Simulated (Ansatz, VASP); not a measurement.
# One calculation of NiI, two programs

```
I Ni
1.0
     4.08240    0.00000    0.00000
    -2.04120    3.53546    0.00000
     0.00000    0.00000    6.91801
I Ni
2 2
Direct
  0.66667 0.33333 0.50519
  0.33333 0.66667 0.00519
  0.66667 0.33333 0.86982
  0.33333 0.66667 0.36982
```

Alike in both runs: task single point; functional PBE; k mesh 8 × 8 × 4; occupations fermi-dirac, width 0.05 eV; collinear spin.

|  | VASP | Ansatz |
| --- | --- | --- |
| version | VASP 6.6.1 | Ansatz 0.2.0 |
| potentials or method | VASP PAW PBE potentials, release 64 (I, Ni) | Ansatz PAW |
| plane-wave cutoff (eV) | 520 | 420 |
| valence electrons in the cell | 34 | 70 |

|  | VASP | Ansatz | Ansatz less VASP |
| --- | --- | --- | --- |
| gap on the k mesh at the Fermi level (eV) | none | none | - |
| pressure (GPa) | -0.3 | -0.3 | 0.00 |
| traceless stress, the component that is largest in VASP (GPa) | -0.07 | -0.06 | +0.004 |
| rms of the force components (eV/Å) | 0.018 | 0.018 | +0.0002 |
| net moment per atom (μB) | 0.20 | 0.21 | +0.007 |
| size of the moment on the site where the two differ most (μB) | 0.34 | 0.35 | +0.013 |

Site moments also hang on the region over which each program counts them. Atom by atom the forces differ by 0.000 eV/Å (rms over components). A gap of «none» marks a metal or a gap that the smearing closes. With one functional, cell and mesh, what is left measures potentials, basis and numerics. VASP's potentials hold 34 valence electrons a cell and Ansatz's 70, so a difference there can come from the potentials and not from the codes.

Spin-orbit coupling is off throughout.
